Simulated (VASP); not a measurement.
Set up this calculation in VASP 6.6.1, as the native input.

| Quantity | Value |
| --- | --- |
| Task | single point |
| Functional | PBEsol |
| Potentials or basis | VASP PAW PBE potentials, release 64 (Al, N) |
| Cutoff | 600 eV |
| k mesh | 5 × 5 × 5 |
| Occupations | gaussian, width 0.01 eV |
| Spin | no spin polarisation |
| Dipole correction | no |
| Further INCAR settings | ALGO = Normal; EDIFF = 1e-06; NBANDS = 11 |

The structure of AlN lies in POSCAR:

```
AlN
1.0
    0.0000000000      2.1839935000      2.1839935000
    2.1839935000      0.0000000000      2.1839935000
    2.1839935000      2.1839935000      0.0000000000
Al N
1 1
Direct
    0.0000000000      0.0000000000      0.0000000000
    0.2500000000      0.2500000000      0.2500000000
```

One way to write it, as run:

INCAR

```
  PREC = Accurate
  ENCUT = 600
  EDIFF = 1E-6
  ISMEAR = 0
  SIGMA = 0.01
  LREAL = F
  LASPH = T
  NELM = 120
  ALGO = Normal
  ISIF = 2
  LWAVE = F
  LCHARG = F
  GGA = PS
  NBANDS = 11
  GGA_COMPAT = F
```

KPOINTS

```
regular mesh
0
Gamma
  5 5 5
```

Potentials or basis: VASP PAW PBE potentials, release 64 (Al, N).

The run is started by

```sh
$ cat potpaw_PBE.64/Al/POTCAR potpaw_PBE.64/N/POTCAR > POTCAR
$ mpirun -np 1 vasp_std > vasp.out
```

It gave:

The pressure is 1.2 GPa. The band gap on the k mesh is 3.77 eV (least direct gap 4.13 eV).

Caveat: the k points lie up to 0.50 Å⁻¹ apart; the PAW data sets were made with another functional, which shifts forces and pressure a little; an odd mesh through Γ misses points on the zone boundary, where band edges can lie.

It took 3.5 s on 1 thread of AMD EPYC 7R13 Processor (Zen 3) (shared host), peak memory 0.11 GiB.
